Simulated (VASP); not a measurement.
Input of a VASP 6.6.1 run:

File INCAR:

```
SYSTEM = Sn2Sb2Te
ALGO = Normal
EDIFF = 1E-7
ENCUT = 520
GGA = PE
ISIF = 2
ISMEAR = 0
LASPH = .True.
LCHARG = .False.
LREAL = .False.
LWAVE = .False.
NBANDS = 55
NELM = 80
PREC = Accurate
SIGMA = 0.1
```

KPOINTS

```
k-points
0
Gamma
  2 2 4
  0 0 0
```

The input POSCAR:

```
Sn2Sb2Te
1.0
    8.6197851300      0.0000000000      0.0000000000
    0.0000000000      8.6197851300      0.0000000000
    0.0000000000      0.0000000000      4.1966938700
Sn Sb Te
4 4 2
Direct
    0.8272410200      0.3272410200      0.5000000000
    0.3272410200      0.1727589800      0.5000000000
    0.6727589800      0.8272410200      0.5000000000
    0.1727589800      0.6727589800      0.5000000000
    0.6285641300      0.1285641300      0.0000000000
    0.3714358700      0.8714358700      0.0000000000
    0.1285641300      0.3714358700      0.0000000000
    0.8714358700      0.6285641300      0.0000000000
    0.0000000000      0.0000000000      0.0000000000
    0.5000000000      0.5000000000      0.0000000000
```

Potentials or basis: VASP PAW PBE potentials, release 64 (Sn_d, Sb, Te).

Launch:

```sh
$ cat potpaw_PBE.64/Sn_d/POTCAR potpaw_PBE.64/Sb/POTCAR potpaw_PBE.64/Te/POTCAR > POTCAR
$ mpirun -np 1 vasp_std > vasp.out
```

What does it give for the largest force?

0.272 eV/Å.

What does it give for the pressure?

-2.3 GPa.

Estimate the band gap on the k mesh.

zero (bands 44 and 45 overlap by 0.67 eV).

Forces in eV/Å, atoms in the order of the input:
```
Sn   0.192  0.192  0.000
Sn   0.192 -0.192  0.000
Sn  -0.192  0.192  0.000
Sn  -0.192 -0.192  0.000
Sb  -0.021 -0.021  0.000
Sb   0.021  0.021  0.000
Sb  -0.021  0.021  0.000
Sb   0.021 -0.021  0.000
Te   0.000  0.000  0.000
Te   0.000  0.000  0.000
```

Caveat: the k points lie up to 0.37 Å⁻¹ apart, too coarse for converged energies and pressures of a metal; spin-orbit coupling is left out, which moves the levels of the heavy elements.
